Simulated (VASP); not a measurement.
Write the native input for VASP 6.6.1 that does the following.

```yaml
Task: single point
Functional: PBE
Potentials_or_basis: VASP PAW PBE potentials, release 64 (Co)
Cutoff: 520 eV
k_mesh: 13 × 13 × 7
Occupations: fermi-dirac, width 0.1 eV
Spin: collinear spin, antiferromagnetic start
Starting_moments: "[1.2, -1.2] μB"
Dipole_correction: no
Further_INCAR_settings: ALGO = Normal; EDIFF = 1e-06; NBANDS = 20
```

The structure of Co lies in POSCAR:

```
Co
1.0
    2.5270016500      0.0000000000      0.0000000000
   -1.2635008200      2.1884476200      0.0000000000
    0.0000000000      0.0000000000      4.1190000000
Co
2
Direct
    0.3333333300      0.6666666700      0.2500000000
    0.6666666700      0.3333333300      0.7500000000
```

These files were run (other wordings do the same):

INCAR

```
  ALGO = Normal
  EDIFF = 1E-6
  ENCUT = 520
  GGA = PE
  ISIF = 2
  ISMEAR = -1
  ISPIN = 2
  LASPH = T
  LCHARG = F
  LMAXMIX = 4
  LORBIT = 11
  LREAL = F
  LWAVE = F
  MAGMOM = 1.2 -1.2
  NBANDS = 20
  NELM = 150
  PREC = Accurate
  SIGMA = 0.1
```

KPOINTS

```
k-points
0
Gamma
  13 13 7
```

Potentials or basis: VASP PAW PBE potentials, release 64 (Co).

Run with:

```bash
$ cat potpaw_PBE.64/Co/POTCAR > POTCAR
$ mpirun -np 1 vasp_std > vasp.out
```

It gave:

| Quantity | Value |
| --- | --- |
| Pressure | -13.4 GPa |
| Band gap on the k mesh | zero (filled and empty bands overlap) |
| Net moment | 0.00 μB per cell |
| Site moments | Co +1.11, -1.11 μB |
| Valence electrons inside the program's atomic spheres | Co 8.18 |

Wall time 52 s on 1 thread of Intel(R) Xeon(R) Platinum 8488C (Sapphire Rapids), with other jobs on the host, peak memory 0.18 GiB.
